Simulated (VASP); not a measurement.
Input of a VASP 6.6.1 run:

The input INCAR:

```
PREC = Accurate
ENCUT = 600
EDIFF = 1E-6
ISMEAR = 0
SIGMA = 0.02
LREAL = F
LASPH = T
NELM = 80
ALGO = Normal
ISIF = 3
LWAVE = F
LCHARG = F
GGA = PE
IVDW = 12
IBRION = 2
NSW = 100
EDIFFG = -0.005
```

File KPOINTS:

```
Automatic mesh
0
Gamma
  6 6 6
```

File POSCAR:

```
CO2
1.0
    4.4266920424      0.0000000000      0.0000000000
    0.0000000000      4.4266920424      0.0000000000
    0.0000000000      0.0000000000      4.8089848301
C O
2 4
Direct
    0.5000000000      0.5000000000      0.5000000000
    0.0000000000      0.0000000000      0.0000000000
    0.3132524780      0.6867475220      0.5000000000
    0.6867475220      0.3132524780      0.5000000000
    0.1867475220      0.1867475220      0.0000000000
    0.8132524780      0.8132524780      0.0000000000
```

Potentials or basis: VASP PAW PBE potentials, release 64 (C, O).

Run with:

```sh
$ cat potpaw_PBE.64/C/POTCAR potpaw_PBE.64/O/POTCAR > POTCAR
$ mpirun -np 1 vasp_std > vasp.out
```

(1) Predict the space group after relaxing (to 0.1 Å).

(2) Estimate the relaxed cell.

(3) What does it give for the dispersion energy per atom?

## Answers

(1) P4_2/mnm (No. 136).

(2) a = 4.358 Å, b = 4.358 Å, c = 4.691 Å, α = 90.00°, β = 90.00°, γ = 90.00°.

(3) -0.069 eV.
